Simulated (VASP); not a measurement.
# Ca3AsP (Pm-3m) in VASP: notebook, part 2 of 2

VASP 6.6.1.

**3. Single point, RPBE**

This run uses another cell than the first one, of 31.32 Å³/atom, 1.008 times its volume.

INCAR

```
SYSTEM = Ca3AsP
PREC = Accurate
ENCUT = 520
EDIFF = 1E-6
ISMEAR = -1
SIGMA = 0.05
LREAL = .FALSE.
LASPH = .TRUE.
NELM = 60
ALGO = Normal
ISIF = 2
LWAVE = .FALSE.
LCHARG = .TRUE.
GGA = RP
LELF = .TRUE.
LVHAR = .TRUE.
NBANDS = 28
```

KPOINTS

```
Automatic mesh
0
G
  5 5 5
  0 0 0
```

POSCAR

```
Ca3AsP
1.0
    5.3898298399      0.0000000000      0.0000000000
    0.0000000000      5.3898298399      0.0000000000
    0.0000000000      0.0000000000      5.3898298399
As Ca P
1 3 1
Direct
    0.0000000000      0.0000000000      0.0000000000
    0.5000000000      0.5000000000      0.0000000000
    0.5000000000      0.0000000000      0.5000000000
    0.0000000000      0.5000000000      0.5000000000
    0.5000000000      0.5000000000      0.5000000000
```

Potentials or basis: VASP PAW PBE potentials, release 64 (As, Ca_sv, P).

Launch:

```bash
$ cat potpaw_PBE.64/As/POTCAR potpaw_PBE.64/Ca_sv/POTCAR potpaw_PBE.64/P/POTCAR > POTCAR
$ mpirun -np 1 vasp_std > vasp.out
```

It took 19 s on 1 thread of Intel Xeon 6975P-C (Granite Rapids), shared host; peak memory 0.24 GiB.

Results (log left out):

```
Free energy            : -18.8867 eV
Pressure               : 0.1 GPa
Band gap on the k mesh : 0.22 eV, direct
```

Levels at points of the mesh, in eV from the valence-band top:
```csv
k point,band 17,band 18,band 19,band 20,band 21,band 22,band 23,band 24
"(0.00, 0.00, 0.00)",-1.72,0.00,0.00,0.00,0.22,0.98,0.98,1.18
```

Caveat: the PAW data sets were made with another functional, which shifts forces and pressure a little.

**4. Single point, BLYP**

This run uses another cell than the first one, of 31.26 Å³/atom, 1.006 times its volume.

INCAR

```
SYSTEM = Ca3AsP
  PREC = Accurate
  ENCUT = 520
  EDIFF = 1E-6
  ISMEAR = -1
  SIGMA = 0.05
  LREAL = .False.
  LASPH = .True.
  NELM = 100
  ALGO = Normal
  ISIF = 2
  LWAVE = .False.
  LCHARG = .True.
  GGA = B5
  ALDAX = 1.0
  AGGAX = 1.0
  AGGAC = 1.0
  ALDAC = 0.0
  LELF = .True.
  LVHAR = .True.
  NBANDS = 28
```

KPOINTS

```
Automatic mesh
0
Gamma
  5 5 5
  0 0 0
```

Edit POSCAR of step 3 so:

```diff
@@ -2,5 +2,5 @@
 1.0
-    5.3898298399      0.0000000000      0.0000000000
-    0.0000000000      5.3898298399      0.0000000000
-    0.0000000000      0.0000000000      5.3898298399
+    5.3864723366      0.0000000000      0.0000000000
+    0.0000000000      5.3864723366      0.0000000000
+    0.0000000000      0.0000000000      5.3864723366
 As Ca P
```

Launch:

```bash
$ cat potpaw_PBE.64/As/POTCAR potpaw_PBE.64/Ca_sv/POTCAR potpaw_PBE.64/P/POTCAR > POTCAR
$ mpirun -np 1 vasp_std > vasp.out
```

Run time: 34 s. Hardware: 1 thread of Intel Xeon 6975P-C (Granite Rapids), shared host; peak memory 0.24 GiB.

Results (log left out):

* Free energy: -17.4680 eV
* Pressure: 0.1 GPa
* Band gap on the k mesh: 0.24 eV, direct

Levels at points of the mesh, in eV from the valence-band top:
| k point | band 16 | band 17 | band 18 | band 19 | band 20 | band 21 | band 22 | band 23 | band 24 | band 25 |
| --- | --- | --- | --- | --- | --- | --- | --- | --- | --- | --- |
| (0.00, 0.00, 0.00) | -1.67 | -1.67 | 0.00 | 0.00 | 0.00 | 0.24 | 0.99 | 0.99 | 1.08 | 1.08 |

Caveat: the PAW data sets were made with another functional, which shifts forces and pressure a little.

**5. Single point, r2SCAN**

This run uses another cell than the first one, of 30.04 Å³/atom, 0.967 times its volume.

Edit POSCAR of step 4 so:

```diff
@@ -2,5 +2,5 @@
 1.0
-    5.3864723366      0.0000000000      0.0000000000
-    0.0000000000      5.3864723366      0.0000000000
-    0.0000000000      0.0000000000      5.3864723366
+    5.3155840137      0.0000000000      0.0000000000
+    0.0000000000      5.3155840137      0.0000000000
+    0.0000000000      0.0000000000      5.3155840137
 As Ca P
```

INCAR.step1

```
PREC = Accurate
ENCUT = 520
ISMEAR = -1
SIGMA = 0.05
LREAL = F
LASPH = T
NELM = 100
NBANDS = 28
GGA = PE
ALGO = Normal
EDIFF = 1E-4
LWAVE = T
LCHARG = F
```

INCAR.step2

```
PREC = Accurate
ENCUT = 520
EDIFF = 1E-6
ISMEAR = -1
SIGMA = 0.05
LREAL = F
LASPH = T
NELM = 100
ALGO = Normal
ISIF = 2
LWAVE = F
LCHARG = T
METAGGA = R2SCAN
LMIXTAU = T
LELF = T
LVHAR = T
NBANDS = 28
ISTART = 1
```

KPOINTS

```
regular mesh
0
Gamma
  5 5 5
```

Potentials or basis: VASP PAW PBE potentials, release 64 (As, Ca_sv, P).

Launch:

```bash
$ cat potpaw_PBE.64/As/POTCAR potpaw_PBE.64/Ca_sv/POTCAR potpaw_PBE.64/P/POTCAR > POTCAR
$ cp INCAR.step1 INCAR
$ mpirun -np 1 vasp_std > vasp.out
$ cp INCAR.step2 INCAR
$ mpirun -np 1 vasp_std > vasp.out
```

OUTCAR:

```text
PREC = Accurate
   ENCUT = 520
   EDIFF = 1E-6
   ISMEAR = -1
   LREAL = F
   LASPH = T
   NELM = 100
   ISIF = 2
   METAGGA = R2SCAN
   ISTART = 1

 ion  position               nearest neighbor table
   1  0.000  0.000  0.000-
   2  0.500  0.500  0.000-   5 2.66   5 2.66
   3  0.500  0.000  0.500-   5 2.66   5 2.66
   4  0.000  0.500  0.500-   5 2.66   5 2.66
   5  0.500  0.500  0.500-   2 2.66   3 2.66   4 2.66   2 2.66   3 2.66   4 2.66

[... 495 lines left out ...]
  --------------------------------------------------------------------------------------
  -------------------------------------------------------------------------------------
  Total        0.1916014      0.1916014      0.1916014     -0.0000000     -0.0000000      0.0000000
  in kB        2.0438844      2.0438844      2.0438844     -0.0000000     -0.0000000      0.0000000
  external PRESSURE =       2.0438844 kB  Pullay stress =       0.0000000 kB

 VOLUME and BASIS-vectors are now :
 -----------------------------------------------------------------------------
  energy-cutoff  :      520.00
  volume of cell :      150.19
      direct lattice vectors                 reciprocal lattice vectors
     5.315584014  0.000000000  0.000000000     0.188126083  0.000000000  0.000000000
     0.000000000  5.315584014  0.000000000     0.000000000  0.188126083  0.000000000
     0.000000000  0.000000000  5.315584014     0.000000000  0.000000000  0.188126083

 POSITION                                       TOTAL-FORCE (eV/Angst)
 -----------------------------------------------------------------------------------
      0.00000      0.00000      0.00000         0.000000      0.000000      0.000000
      2.65779      2.65779      0.00000         0.000000      0.000000      0.000000
      2.65779      0.00000      2.65779         0.000000      0.000000      0.000000
      0.00000      2.65779      2.65779         0.000000      0.000000      0.000000
      2.65779      2.65779      2.65779         0.000000      0.000000      0.000000
 -----------------------------------------------------------------------------------
    total drift:                               -0.000000     -0.000000     -0.000000

  FREE ENERGIE OF THE ION-ELECTRON SYSTEM (eV)
  ---------------------------------------------------
  free  energy   TOTEN  =       -49.8410131244 eV

  energy  without entropy=      -49.8409946685  energy(sigma->0) =      -49.84100390
```

OUTCAR.step1:

```text
PREC = Accurate
   ENCUT = 520
   ISMEAR = -1
   LREAL = F
   LASPH = T
[... 524 lines left out ...]
      2.65779      2.65779      0.00000         0.000000      0.000000      0.000000
      2.65779      0.00000      2.65779         0.000000      0.000000      0.000000
      0.00000      2.65779      2.65779         0.000000      0.000000      0.000000
      2.65779      2.65779      2.65779         0.000000      0.000000      0.000000
 -----------------------------------------------------------------------------------
    total drift:                               -0.000000     -0.000000     -0.000000

  FREE ENERGIE OF THE ION-ELECTRON SYSTEM (eV)
  ---------------------------------------------------
  free  energy   TOTEN  =       -20.1616019730 eV

  energy  without entropy=      -20.1606331507  energy(sigma->0) =      -20.16111756
```

It took 70 s on 1 thread of Intel Xeon 6975P-C (Granite Rapids), shared host; peak memory 0.28 GiB.

What came out:

- Free energy: -49.8410 eV
- Pressure: 0.2 GPa
- Band gap on the k mesh: 0.71 eV, direct

Levels at points of the mesh, in eV from the valence-band top:
```
           k point  band 17  band 18  band 19  band 20  band 21  band 22  band 23  band 24
(0.00, 0.00, 0.00)    -1.78     0.00     0.00     0.00     0.71     1.28     1.28     1.40
```

Caveat: the PAW data sets were made with another functional, which shifts forces and pressure a little. r2SCAN opens gaps a little over a GGA but as a rule still falls short of measured ones.

**6. Summary**

| level | cell | gap on the mesh (eV) | pressure (GPa) |
| --- | --- | --- | --- |
| revPBE | a = 5.376 Å, 5 atoms | 0.22 | 0.1 |
| RPBE | a = 5.390 Å, 5 atoms | 0.22 | 0.1 |
| BLYP | a = 5.386 Å, 5 atoms | 0.24 | 0.1 |
| r2SCAN | a = 5.316 Å, 5 atoms | 0.71 | 0.2 |

Alike in all rows: task single point; potentials or basis VASP PAW PBE potentials, release 64 (As, Ca_sv, P); no spin polarisation; k mesh 5 × 5 × 5; cutoff (eV) 520; smearing fermi-dirac 0.05 eV.

Caveats: the PAW data sets were made with another functional, which shifts forces and pressure a little.

Total energies depend on the potentials used, so only differences within one code and one set of settings carry meaning.
